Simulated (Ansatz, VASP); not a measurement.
SrRe2B2 in VASP and in Ansatz

```xyz
10
Lattice="0.0000 4.7429 3.0222 0.0000 -4.7429 3.0222 5.3853 0.0000 -3.0222" Properties=species:S:1:pos:R:3 pbc="T T T"
Re    3.9840    0.0000    0.0000
Re    1.4012    0.0000    3.0222
Re    4.0939   -2.3714    1.5111
Re    1.2914   -2.3714    1.5111
Sr    0.0000    0.0000    0.0000
Sr    2.6926    2.3714    1.5111
B     0.0000   -1.6316    3.0222
B     0.0000    1.6316    3.0222
B     2.6926   -0.7399    1.5111
B     2.6926   -4.0030    1.5111
```

Alike in both runs: task single point; functional PBE; k mesh 6 × 6 × 6; no spin polarisation.

```csv
,VASP,Ansatz
version,VASP 6.6.1,Ansatz 0.2.0
potentials or method,"VASP PAW PBE potentials, release 64 (Re, Sr_sv, B), cutoff 520 eV",PAW plane waves
occupations,"methfessel-paxton of order 1, width 0.0445 eV","cold, width 0.0445 eV"
valence electrons in the cell,60,92
```

```csv
,VASP,Ansatz,Ansatz less VASP
pressure (GPa),9.6,8.7,-0.90
"traceless stress, the component that is largest in VASP (GPa)",-6.23,-6.30,-0.072
rms of the force components (eV/Å),0.240,0.237,-0.0031
```

Atom by atom the forces differ by 0.013 eV/Å (rms over components). VASP's potentials hold 60 valence electrons a cell and Ansatz's 92, so a difference there can come from the potentials and not from the codes.

Neither program's run includes spin-orbit coupling.
